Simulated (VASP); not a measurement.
# WO (F-43m) in VASP: further runs, part 2 of 2

VASP 6.6.1. The steps go on from the part before.

### 4 Single point, PBE+U

This run uses another cell than the first one, of 16.29 Å³/atom, 1.208 times its volume.

INCAR reads:

```
ALGO = Normal ; EDIFF = 1E-6
ENCUT = 520 ; GGA = PE
ISIF = 2 ; ISMEAR = 0
LASPH = T ; LCHARG = F
LDAU = T ; LDAUJ = 0 0
LDAUL = 2 -1 ; LDAUPRINT = 1
LDAUTYPE = 2 ; LDAUU = 6.2 0
LMAXMIX = 4 ; LREAL = F
LWAVE = F ; NBANDS = 17
NELM = 150 ; PREC = Accurate
SIGMA = 0.02
```

KPOINTS reads:

```
k-points
0
Gamma
  10 10 10
```

POSCAR reads:

```
WO
1.0
    0.0000000000      2.5347959610      2.5347959610
    2.5347959610      0.0000000000      2.5347959610
    2.5347959610      2.5347959610      0.0000000000
W O
1 1
Direct
    0.0000000000      0.0000000000      0.0000000000
    0.2500000000      0.2500000000      0.2500000000
```

Potentials or basis: VASP PAW PBE potentials, release 64 (W_sv, O).

Started as:

```sh
cat potpaw_PBE.64/W_sv/POTCAR potpaw_PBE.64/O/POTCAR > POTCAR
mpirun -np 1 vasp_std > vasp.out
```

OUTCAR:

```text
EDIFF = 1E-6
   ENCUT = 520
   GGA = PE
   ISIF = 2
   ISMEAR = 0
   LASPH = T
   LREAL = F
   NELM = 150
   PREC = Accurate

 ion  position               nearest neighbor table
   1  0.000  0.000  0.000-   2 2.20   2 2.20   2 2.20   2 2.20
   2  0.250  0.250  0.250-   1 2.20   1 2.20   1 2.20   1 2.20

  LATTYP: Found a face centered cubic cell.
 ALAT       =     5.0695919220

  Lattice vectors:

 A1 = (   0.0000000000,   2.5347959610,   2.5347959610)
 A2 = (   2.5347959610,   0.0000000000,   2.5347959610)
 A3 = (   2.5347959610,   2.5347959610,   0.0000000000)
[... 684 lines left out ...]
      4     -33.6205      2.00000
      5     -13.4613      2.00000
      6      -0.9929      2.00000
[... 9 lines left out ...]
     16      16.7624      0.00000
     17      17.3059      0.00000

 [... further k-points ...]
[... 5 lines left out ...]
  --------------------------------------------------------------------------------------
  -------------------------------------------------------------------------------------
  Total       -5.3558498     -5.3558498     -5.3558498      0.0000000      0.0000000     -0.0000000
  in kB     -263.4389320   -263.4389320   -263.4389320      0.0000000      0.0000000     -0.0000000
  external PRESSURE =    -263.4389320 kB  Pullay stress =       0.0000000 kB

 VOLUME and BASIS-vectors are now :
 -----------------------------------------------------------------------------
  energy-cutoff  :      520.00
  volume of cell :       32.57
      direct lattice vectors                 reciprocal lattice vectors
     0.000000000  2.534795961  2.534795961    -0.197254536  0.197254536  0.197254536
     2.534795961  0.000000000  2.534795961     0.197254536 -0.197254536  0.197254536
     2.534795961  2.534795961  0.000000000     0.197254536  0.197254536 -0.197254536

 POSITION                                       TOTAL-FORCE (eV/Angst)
 -----------------------------------------------------------------------------------
      0.00000      0.00000      0.00000         0.000000     -0.000000     -0.000000
      1.26740      1.26740      1.26740        -0.000000      0.000000      0.000000
 -----------------------------------------------------------------------------------
    total drift:                               -0.000000     -0.000000     -0.000000

  FREE ENERGIE OF THE ION-ELECTRON SYSTEM (eV)
  ---------------------------------------------------
  free  energy   TOTEN  =       -10.8828033840 eV

  energy  without entropy=      -10.8820369711  energy(sigma->0) =      -10.88242018
```

OSZICAR:

```text
N       E                     dE             d eps       ncg     rms          rms(c)
DAV:   1     0.159614258048E+03    0.15961E+03   -0.10637E+04  1606   0.124E+03
DAV:   2    -0.774356778109E+01   -0.16736E+03   -0.16257E+03  1971   0.349E+02
DAV:   3    -0.143659341222E+02   -0.66224E+01   -0.65846E+01  1690   0.673E+01
[... 16 lines left out ...]
DAV:  20    -0.108829481338E+02    0.33745E-03   -0.61905E-04  1665   0.164E-01    0.142E-01
DAV:  21    -0.108828313835E+02    0.11675E-03   -0.15202E-04  1716   0.895E-02    0.646E-02
DAV:  22    -0.108828059521E+02    0.25431E-04   -0.57303E-05  1681   0.479E-02    0.221E-02
DAV:  23    -0.108828032321E+02    0.27199E-05   -0.71391E-06  1675   0.197E-02    0.498E-03
DAV:  24    -0.108828033840E+02   -0.15190E-06   -0.99580E-07   807   0.756E-03
   1 F= -.10882803E+02 E0= -.10882420E+02  d E =-.766413E-03
```

stdout:

```text
POSCAR found type information on POSCAR W O
 POSCAR found :  2 types and       2 ions
 scaLAPACK will be used
 LDA part: xc-table for (Slater+PW92), standard interpolation
 POSCAR, INCAR and KPOINTS ok, starting setup
 FFT: planning ... GRIDC
 FFT: planning ... GRID_SOFT
 FFT: planning ... GRID
 WAVECAR not read
 entering main loop
```

Run time: 28 s. Hardware: 1 thread of AMD EPYC 9R45 (Zen 5), shared host; peak memory 0.14 GiB.

What came out:

```
Free energy            : -10.8828 eV
Pressure               : -26.3 GPa
Band gap on the k mesh : zero (band 10 reaches 6.90 eV, above the bottom of band 11 at 6.14 eV)
```

Levels at points of the mesh, in eV from the Fermi level:
| k point | band 7 | band 8 | band 9 | band 10 | band 11 | band 12 | band 13 | band 14 |
| --- | --- | --- | --- | --- | --- | --- | --- | --- |
| (0.00, 0.00, 0.00) | -6.47 | -6.47 | -2.90 | -0.25 | -0.25 | 3.40 | 3.40 | 3.40 |
| (0.50, 0.00, 0.00) | -6.18 | -6.18 | -0.11 | 0.05 | 0.05 | 2.51 | 2.65 | 2.65 |
| (0.50, 0.50, 0.00) | -5.61 | -5.61 | -1.53 | -0.37 | 0.73 | 2.38 | 2.38 | 6.10 |

Eigenvalues of the final occupation matrices:
```
    site  spin  trace               eigenvalues
site 1 d     1   1.49  0.23 0.23 0.23 0.41 0.41
site 1 d     2   1.49  0.23 0.23 0.23 0.41 0.41
```

Caveat: spin-orbit coupling is left out, which moves the levels of the heavy elements; U without spin polarisation on a metal has little footing.

### 5 Summary

```tsv
cell	gap on the mesh (eV)	pressure (GPa)
a = 3.366 Å, angles 60.0°, 2 atoms	none	0.6
a = 3.412 Å, angles 60.0°, 2 atoms	none	-7.9
a = 3.585 Å, angles 60.0°, 2 atoms	none	-26.3
```

Alike in all rows: task single point; level PBE+U; potentials or basis VASP PAW PBE potentials, release 64 (W_sv, O); no spin polarisation; W d U = 6.2 eV; k mesh 10 × 10 × 10; cutoff (eV) 520; smearing gaussian 0.02 eV.

Caveats: spin-orbit coupling is left out, which moves the levels of the heavy elements; U without spin polarisation on a metal has little footing.

Total energies depend on the potentials used, so only differences within one code and one set of settings carry meaning.
